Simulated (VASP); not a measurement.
# FePt (P4/mmm) in VASP: single point with LDA

Aim: the single point of FePt with LDA.

All numbers are computed with VASP 6.6.1; they aren't measurements. Logs are shortened: lines on timing, memory, paths and dates and some standing lists are left out, and cuts for length are marked.

## (1) The cell of the first run

It takes space group P4/mmm (No. 123, tetragonal). The conventional cell has a = 2.660 Å, b = 2.660 Å, c = 3.682 Å, α = 90.00°, β = 90.00°, γ = 90.00°. Within 3.5 Å of Fe (site symmetry 4/mmm) lie 8 Pt at 2.63 Å and 4 Fe at 2.66 Å. Pt (site symmetry 4/mmm) has 8 Fe at 2.63 Å and 4 Pt at 2.66 Å within 3.5 Å.

## (2) Single point, LDA, collinear spin, ferromagnetic start

INCAR reads:

```
SYSTEM = FePt
PREC = Accurate
ENCUT = 520
EDIFF = 1E-6
ISMEAR = -1
SIGMA = 0.05
LREAL = .False.
LASPH = .True.
NELM = 150
ALGO = Normal
ISIF = 2
LWAVE = .False.
LCHARG = .False.
ISPIN = 2
MAGMOM = 3 0
LORBIT = 11
LMAXMIX = 4
NBANDS = 20
```

KPOINTS reads:

```
regular mesh
0
Gamma
  18 18 14
  0 0 0
```

POSCAR reads:

```
FePt
1.0
    2.6597747277      0.0000000000      0.0000000000
    0.0000000000      2.6597747277      0.0000000000
    0.0000000000      0.0000000000      3.6820247786
Fe Pt
1 1
Direct
    0.0000000000      0.0000000000      0.0000000000
    0.5000000000      0.5000000000      0.5000000000
```

Potentials or basis: VASP PAW LDA potentials, release 64 (Fe, Pt).

Launch:

```
$ cat potpaw_LDA.64/Fe/POTCAR potpaw_LDA.64/Pt/POTCAR > POTCAR
$ mpirun -np 1 vasp_std > vasp.out
```

OUTCAR:

```text
SYSTEM = FePt
   PREC = Accurate
   ENCUT = 520
   EDIFF = 1E-6
   ISMEAR = -1
   LREAL = .False.
   LASPH = .True.
   NELM = 150
   ISIF = 2
   ISPIN = 2
   LORBIT = 11

 ion  position               nearest neighbor table
   1  0.000  0.000  0.000-   2 2.63   2 2.63   2 2.63   2 2.63   2 2.63   2 2.63   2 2.63   2 2.63

   2  0.500  0.500  0.500-   1 2.63   1 2.63   1 2.63   1 2.63   1 2.63   1 2.63   1 2.63   1 2.63

  LATTYP: Found a simple tetragonal cell.
 ALAT       =     2.6597747277
 C/A-ratio  =     1.3843370795

  Lattice vectors:

 A1 = (   2.6597747277,   0.0000000000,   0.0000000000)
 A2 = (   0.0000000000,   2.6597747277,   0.0000000000)
 A3 = (   0.0000000000,   0.0000000000,   3.6820247786)

Analysis of symmetry for initial positions (statically):
=====================================================================
 Subroutine PRICEL returns:
 Original cell was already a primitive cell.

 Routine SETGRP: Setting up the symmetry group for a
 simple tetragonal supercell.

 Subroutine GETGRP returns: Found 16 space group operations
 (whereof 16 operations were pure point group operations)
 out of a pool of 16 trial point group operations.

The static configuration has the point symmetry D_4h.

Analysis of symmetry for dynamics (positions and initial velocities):
=====================================================================
 Subroutine PRICEL returns:
 Original cell was already a primitive cell.

 Routine SETGRP: Setting up the symmetry group for a
 simple tetragonal supercell.

 Subroutine GETGRP returns: Found 16 space group operations
 (whereof 16 operations were pure point group operations)
 out of a pool of 16 trial point group operations.

The dynamic configuration has the point symmetry D_4h.

Analysis of structural, dynamic, and magnetic symmetry:
=====================================================================
 Subroutine PRICEL returns:
 Original cell was already a primitive cell.

 Routine SETGRP: Setting up the symmetry group for a
 simple tetragonal supercell.

 Subroutine GETGRP returns: Found 16 space group operations
 (whereof 16 operations were pure point group operations)
 out of a pool of 16 trial point group operations.

The overall configuration has the point symmetry D_4h.

 Subroutine INISYM returns: Found 16 space group operations
 (whereof 16 operations are pure point group operations),
 and found     1 'primitive' translations

----------------------------------------------------------------------------------------

                                     Primitive cell

  volume of cell :      26.0481

  direct lattice vectors                    reciprocal lattice vectors
     2.659774728  0.000000000  0.000000000     0.375971690  0.000000000  0.000000000
     0.000000000  2.659774728  0.000000000     0.000000000  0.375971690  0.000000000
     0.000000000  0.000000000  3.682024779     0.000000000  0.000000000  0.271589699

  length of vectors
     2.659774728  2.659774728  3.682024779     0.375971690  0.375971690  0.271589699

  position of ions in fractional coordinates (direct lattice)
     0.000000000  0.000000000  0.000000000
     0.500000000  0.500000000  0.500000000

  ion indices of the primitive-cell ions
   primitive index   ion index
                 1           1
                 2           2

----------------------------------------------------------------------------------------

 KPOINTS: regular mesh

Automatic generation of k-mesh.
 Grid dimensions read from file:
 generate k-points for:   18   18   14

 Generating k-lattice:

  Cartesian coordinates                     Fractional coordinates (reciprocal lattice)
     0.020887316  0.000000000  0.000000000     0.055555556  0.000000000  0.000000000
     0.000000000  0.020887316  0.000000000     0.000000000  0.055555556  0.000000000
     0.000000000  0.000000000  0.019399264     0.000000000  0.000000000  0.071428571

  Length of vectors
     0.020887316  0.020887316  0.019399264

  Shift w.r.t. Gamma in fractional coordinates (k-lattice)
     0.000000000  0.000000000  0.000000000

 Subroutine IBZKPT returns following result:
 ===========================================

 Found    440 irreducible k-points:

 Following reciprocal coordinates:
            Coordinates               Weight
  0.000000  0.000000  0.000000      1.000000
  0.055556  0.000000  0.000000      4.000000
  0.111111  0.000000  0.000000      4.000000
  0.166667  0.000000  0.000000      4.000000
  0.222222  0.000000  0.000000      4.000000
  0.277778  0.000000  0.000000      4.000000
[... 16 lines left out ...]
  0.277778  0.111111  0.000000      8.000000
  0.333333  0.111111  0.000000      8.000000
 [... further k-points ...]
   k-points           NKPTS =    440   k-points in BZ     NKDIM =    440   number of bands    NBANDS=     20
   number of dos      NEDOS =    301   number of ions     NIONS =      2
   total plane-waves  NPLWV =  11200
   dimension x,y,z NGX =    20 NGY =   20 NGZ =   28
   dimension x,y,z NGXF=    40 NGYF=   40 NGZF=   56
   ions per type =               1   1
   NGX,Y,Z   is equivalent  to a cutoff of  12.50, 12.50, 12.64 a.u.
   NGXF,Y,Z  is equivalent  to a cutoff of  25.00, 25.00, 25.28 a.u.
 SYSTEM =  FePt
   PREC   = accura    normal or accurate (medium, high low for compatibility)
   ISTART =      0    job   : 0-new  1-cont  2-samecut
   ICHARG =      2    charge: 1-file 2-atom 10-const
   ISPIN  =      2    spin polarized calculation?
   LNONCOLLINEAR =      F non collinear calculations
   LSORBIT =      F    spin-orbit coupling
   LASPH  =      T    aspherical Exc in radial PAW
   ENCUT  =  520.0 eV  38.22 Ry    6.18 a.u.   4.95  4.95  6.85*2*pi/ulx,y,z
   NELM   =    150;   NELMIN=  2; NELMDL= -5     # of ELM steps
   EDIFF  = 0.1E-05   stopping-criterion for ELM
   LREAL  =      F    real-space projection
   EDIFFG = 0.1E-04   stopping-criterion for IOM
   NSW    =      0    number of steps for IOM
   IBRION =     -1    ionic relax: 0-MD 1-quasi-New 2-CG
   NFREE  =      0    steps in history (QN), initial steepest desc. (CG)
   ISIF   =      2    stress and relaxation
   ISYM   =      2    0-nonsym 1-usesym 2-fastsym
   POTIM  = 0.5000    time-step for ionic-motion
   TEBEG  =    0.0;   TEEND  =   0.0 temperature during run
   PSTRESS=    0.0 pullay stress
   NELECT =      18.0000    total number of electrons
   NUPDOWN=      -1.0000    fix difference up-down
   EMIN   =  10.00;   EMAX   =-10.00  energy-range for DOS
   EFERMI =   0.00;   METHOD = LEGACY
   ISMEAR =    -1;   SIGMA  =   0.05  broadening in eV -4-tet -1-fermi 0-gaus
   EFERMI_NEDOS =   21; number of points for ismear=-14 and -15
   IALGO  =     38    algorithm
   IMIX   =      4    mixing-type and parameters
     AMIX     =   0.40;   BMIX     =  1.00
     AMIX_MAG =   1.60;   BMIX_MAG =  1.00
  volume/ion in A,a.u.               =      13.02        87.89
  Fermi-wavevector in a.u.,A,eV,Ry     =   1.447350  2.735095 28.501779  2.094822
  Thomas-Fermi vector in A             =   2.565315
   LORBIT       =     11    0 simple, 1 ext, 2 COOP (PROOUT), +10 PAW based schemes
   GGA     = CA    functional components
   LHFCALC =     F    Hartree Fock is set to
   AEXX    =    0.0000 exact exchange contribution
   IVDW    =     0    specifies the selected vdW correction
   LEPSILON=     F    determine dielectric tensor
   LRPA    =     F    only Hartree local field effects (RPA)
 spin polarized calculation
  energy-cutoff  :      520.00
  volume of cell :       26.05
 maximum number of plane-waves:       720
 NGX is ok and might be reduce to    20
   NGX =  9   NGY =  9   NGZ = 13

 number of electron      18.0000012 magnetization       3.0467938

 Free energy of the ion-electron system (eV)
  ---------------------------------------------------
  ext. energy  EPLUGINS =         0.00000000
  ---------------------------------------------------
  free energy    TOTEN  =       -17.01818638 eV

  energy without entropy =      -17.00649579  energy(sigma->0) =      -17.01234108

 E-fermi :   9.3067     XC(G=0): -13.6373

 val. band max:        9.3059017071   @ k =   0.5000   0.2222   0.5000
 cond. band min:       9.3077341123   @ k =   0.3333   0.2222   0.0714
 fundamental gap:      0.0018324052
 Fermi energy:         9.3067209966

 spin component 1

 k-point     1 :       0.0000    0.0000    0.0000
  band No.  band energies     occupation
      1      -0.7407      1.00000
      2       2.5815      1.00000
      3       2.6516      1.00000
      4       5.8940      1.00000
      5       5.8940      1.00000
      6       6.4779      1.00000
[... 12 lines left out ...]
     19      31.3464      0.00000
     20      31.3464      0.00000
[... 507 lines left out ...]
 k-point    24 :       0.3333    0.1111    0.0000
  band No.  band energies     occupation
      1       2.0193      1.00000
      2       3.8923      1.00000
      3       4.4559      1.00000
      4       4.5489      1.00000
      5       5.7226      1.00000
      6       6.2590      1.00000
[... 12 lines left out ...]
     19      31.1839      0.00000
     20      32.1275      0.00000

 [... further k-points ...]

 spin component 2

 k-point     1 :       0.0000    0.0000    0.0000
  band No.  band energies     occupation
      1      -0.5129      1.00000
      2       2.9647      1.00000
      3       3.0671      1.00000
      4       6.7759      1.00000
      5       6.7759      1.00000
      6       8.3455      1.00000
[... 12 lines left out ...]
     19      31.5441      0.00000
     20      31.5441      0.00000
[... 507 lines left out ...]
 k-point    24 :       0.3333    0.1111    0.0000
  band No.  band energies     occupation
      1       2.2662      1.00000
      2       4.2671      1.00000
      3       4.8220      1.00000
      4       5.0747      1.00000
      5       6.6246      1.00000
      6       6.9566      1.00000
[... 12 lines left out ...]
     19      31.4486      0.00000
     20      32.4919      0.00000

 [... further k-points ...]

------------------------ aborting loop because EDIFF is reached ----------------------------------------

  FORCE on cell =-STRESS in cart. coord.  units (eV):
  Direction    XX          YY          ZZ          XY          YZ          ZX
  --------------------------------------------------------------------------------------
  -------------------------------------------------------------------------------------
  Total       -0.0365033     -0.0365033     -0.0320386      0.0000000     -0.0000000      0.0000000
  in kB       -2.2452576     -2.2452576     -1.9706449      0.0000000     -0.0000000      0.0000000
  external PRESSURE =      -2.1537201 kB  Pullay stress =       0.0000000 kB

 VOLUME and BASIS-vectors are now :
 -----------------------------------------------------------------------------
  energy-cutoff  :      520.00
  volume of cell :       26.05
      direct lattice vectors                 reciprocal lattice vectors
     2.659774728  0.000000000  0.000000000     0.375971690  0.000000000  0.000000000
     0.000000000  2.659774728  0.000000000     0.000000000  0.375971690  0.000000000
     0.000000000  0.000000000  3.682024779     0.000000000  0.000000000  0.271589699

 POSITION                                       TOTAL-FORCE (eV/Angst)
 -----------------------------------------------------------------------------------
      0.00000      0.00000      0.00000         0.000000      0.000000      0.000000
      1.32989      1.32989      1.84101         0.000000      0.000000      0.000000
 -----------------------------------------------------------------------------------
    total drift:                               -0.000000      0.000000      0.000000

  FREE ENERGIE OF THE ION-ELECTRON SYSTEM (eV)
  ---------------------------------------------------
  free  energy   TOTEN  =       -17.0181863761 eV

  energy  without entropy=      -17.0064957871  energy(sigma->0) =      -17.01234108

 total charge

# of ion       s       p       d       tot
------------------------------------------
    1        0.432   0.496   6.214   7.143
    2        0.745   0.734   8.086   9.565
--------------------------------------------------
tot          1.177   1.230  14.301  16.708

 magnetization (x)

# of ion       s       p       d       tot
------------------------------------------
    1        0.000  -0.001   2.670   2.669
    2       -0.021  -0.054   0.398   0.322
--------------------------------------------------
tot         -0.021  -0.055   3.067   2.992
```

Run time: 8.5 min. Hardware: 1 thread of Intel Xeon 8259CL, shared host; peak memory 0.43 GiB.

What came out:

```
Free energy                                           : -17.0182 eV
Pressure                                              : -0.2 GPa
Net moment                                            : 3.05 μB per cell
Site moments                                          : Fe +2.67; Pt +0.32 μB
Valence electrons inside the program's atomic spheres : Fe 7.14; Pt 9.56
```

Levels at points of the mesh, in eV from the Fermi level:
Spin up:
| k point | band 7 | band 8 | band 9 | band 10 | band 11 | band 12 | band 13 | band 14 | band 15 | band 16 |
| --- | --- | --- | --- | --- | --- | --- | --- | --- | --- | --- |
| (0.00, 0.00, 0.00) | -1.76 | -1.64 | -0.29 | -0.06 | -0.06 | 2.16 | 10.34 | 12.22 | 12.22 | 17.28 |
| (0.50, 0.00, 0.00) | -2.83 | -2.15 | -1.78 | -1.63 | 0.64 | 2.42 | 10.77 | 10.98 | 13.09 | 13.99 |
| (0.50, 0.50, 0.00) | -0.20 | -0.12 | -0.12 | 0.82 | 1.75 | 1.75 | 8.45 | 11.00 | 11.09 | 12.66 |
| (0.00, 0.00, 0.50) | -2.21 | -2.21 | -1.97 | -1.97 | -1.37 | -0.74 | 15.90 | 16.21 | 16.81 | 16.81 |
| (0.50, 0.00, 0.50) | -0.76 | -0.63 | -0.57 | -0.54 | -0.22 | -0.14 | 5.32 | 7.47 | 16.29 | 16.70 |
| (0.50, 0.50, 0.50) | -1.92 | -1.82 | -0.58 | 0.82 | 7.27 | 7.27 | 8.30 | 8.94 | 9.01 | 9.01 |
Spin down:
| k point | band 6 | band 7 | band 8 | band 9 | band 10 | band 11 |
| --- | --- | --- | --- | --- | --- | --- |
| (0.00, 0.00, 0.00) | -0.96 | -0.74 | 0.38 | 1.56 | 1.74 | 1.74 |
| (0.50, 0.00, 0.00) | -1.41 | -1.41 | -1.15 | 0.29 | 0.63 | 2.70 |
| (0.50, 0.50, 0.00) | 1.23 | 1.56 | 1.79 | 1.79 | 1.86 | 2.03 |
| (0.00, 0.00, 0.50) | -1.97 | -1.59 | -0.51 | -0.14 | 0.36 | 0.36 |
| (0.50, 0.00, 0.50) | -0.66 | -0.37 | -0.34 | 0.99 | 1.49 | 1.54 |
| (0.50, 0.50, 0.50) | -1.54 | -1.54 | 0.53 | 1.09 | 1.87 | 8.00 |

Caveat: spin-orbit coupling is left out, which moves the levels of the heavy elements.
